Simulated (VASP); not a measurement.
A run of VASP 6.6.1:

Contents of INCAR:

```
SYSTEM = PbO2
ALGO = Normal ; EDIFF = 1E-6
ENCUT = 520 ; GGA = PS
ISIF = 2 ; ISMEAR = -1
LASPH = .TRUE. ; LCHARG = .FALSE.
LREAL = .FALSE. ; LWAVE = .FALSE.
NBANDS = 35 ; NELM = 80
PREC = Accurate ; SIGMA = 0.05
```

Contents of KPOINTS:

```
k-points
0
G
  5 5 6
  0 0 0
```

Contents of POSCAR:

```
PbO2
1.0
    4.8437568216      0.0000000000      0.0000000000
    0.0000000000      4.8437568216      0.0000000000
    0.0000000000      0.0000000000      3.3979968587
Pb O
2 4
Direct
    0.5000000000      0.5000000000      0.5000000000
    0.0000000000      0.0000000000      0.0000000000
    0.6929482529      0.6929482529      0.0000000000
    0.8070517471      0.1929482529      0.5000000000
    0.1929482529      0.8070517471      0.5000000000
    0.3070517471      0.3070517471      0.0000000000
```

Potentials or basis: VASP PAW PBE potentials, release 64 (Pb_d, O).

The run is started by

```bash
$ cat potpaw_PBE.64/Pb_d/POTCAR potpaw_PBE.64/O/POTCAR > POTCAR
$ mpirun -np 1 vasp_std > vasp.out
```

Hardware: 1 thread of Intel(R) Xeon(R) Platinum 8488C (Sapphire Rapids), on a shared host.

Question: How long does it take, and how much memory?

Answer: Run time: 45 s on 1 thread of Intel(R) Xeon(R) Platinum 8488C (Sapphire Rapids), on a shared host, peak memory 0.21 GiB. Counts: scf iterations 14, k points 24.
